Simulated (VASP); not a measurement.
Wanted: the native input for a VASP 6.6.1 run.

```
Task                   : single point
Functional             : LDA
Potentials or basis    : VASP PAW LDA potentials, release 64 (Ti_sv)
Cutoff                 : 520 eV
k mesh                 : 11 × 11 × 6
Occupations            : methfessel-paxton, width 0.1 eV
Spin                   : no spin polarisation
Dipole correction      : no
Further INCAR settings : ALGO = Normal; EDIFF = 1e-07; NBANDS = 19
```

The structure of Ti lies in POSCAR:

```
Ti
1.0
    2.8743253616      0.0000000000      0.0000000000
   -1.4371626808      2.4892388392      0.0000000000
    0.0000000000      0.0000000000      4.5599466753
Ti
2
Direct
    0.3333333333      0.6666666667      0.2500000000
    0.6666666667      0.3333333333      0.7500000000
```

These files were run (other wordings do the same):

INCAR

```
SYSTEM = Ti
  ALGO = Normal
  EDIFF = 1E-7
  ENCUT = 520
  ISIF = 2
  ISMEAR = 1
  LASPH = .True.
  LCHARG = .False.
  LREAL = .False.
  LWAVE = .False.
  NBANDS = 19
  NELM = 60
  PREC = Accurate
  SIGMA = 0.1
```

KPOINTS

```
k-points
0
Gamma
  11 11 6
  0 0 0
```

Potentials or basis: VASP PAW LDA potentials, release 64 (Ti_sv).

Run with:

```console
$ cat potpaw_LDA.64/Ti_sv/POTCAR > POTCAR
$ mpirun -np 1 vasp_std > vasp.out
```

It gave:

- Pressure: -1.9 GPa
- Band gap on the k mesh: zero (band 12 reaches 9.55 eV, above the bottom of band 13 at 8.61 eV)

It took 15 s on 1 thread of Intel(R) Xeon(R) 6975P-C (Granite Rapids), on a shared host, peak memory 0.15 GiB.
